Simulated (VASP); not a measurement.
Crystal: Pt.

```
CELL_PARAMETERS angstrom
2.55000 0.00000 0.00000
0.00000 2.55000 0.00000
0.00000 0.00000 2.55000
ATOMIC_POSITIONS crystal
Pt 0.00000 0.00000 0.00000
```

This isn't the form of Pt at room conditions, which is fcc.

| Property | Result |
| --- | --- |
| Program | VASP 6.6.1 |
| Task | relaxation of cell and atoms |
| Functional | LDA |
| Potentials or basis | VASP PAW LDA potentials, release 64 (Pt) |
| Cutoff | 600 eV |
| k mesh | 16 × 16 × 16 |
| Occupations | fermi-dirac, width 0.05 eV |
| Spin | no spin polarisation |

At the start: pressure 6.2 GPa; volume 16.58 Å³/atom.

**Question.** How do energy, volume and symmetry change on relaxing?

**Answer.** Over 3 steps the energy falls by 7.9 meV/atom and the volume is 17.01 Å³/atom (+2.6 %); space group Pm-3m (No. 221, to 0.1 Å) before and after.

Step by step:
| step | energy change (eV) | largest force (eV/Å) | pressure (GPa) | volume (Å³) |
| --- | --- | --- | --- | --- |
| 1 | 0.0000 | 0.0000 | 6.23 | 16.58 |
| 2 | 0.0438 | 0.0000 | -13.12 | 18.18 |
| 3 | -0.0079 | 0.0000 | -0.14 | 17.01 |

Final structure:
```xyz
1
Lattice="2.5718 0.0000 0.0000 0.0000 2.5718 0.0000 0.0000 0.0000 2.5718" Properties=species:S:1:pos:R:3 pbc="T T T"
Pt    0.0000    0.0000    0.0000
```
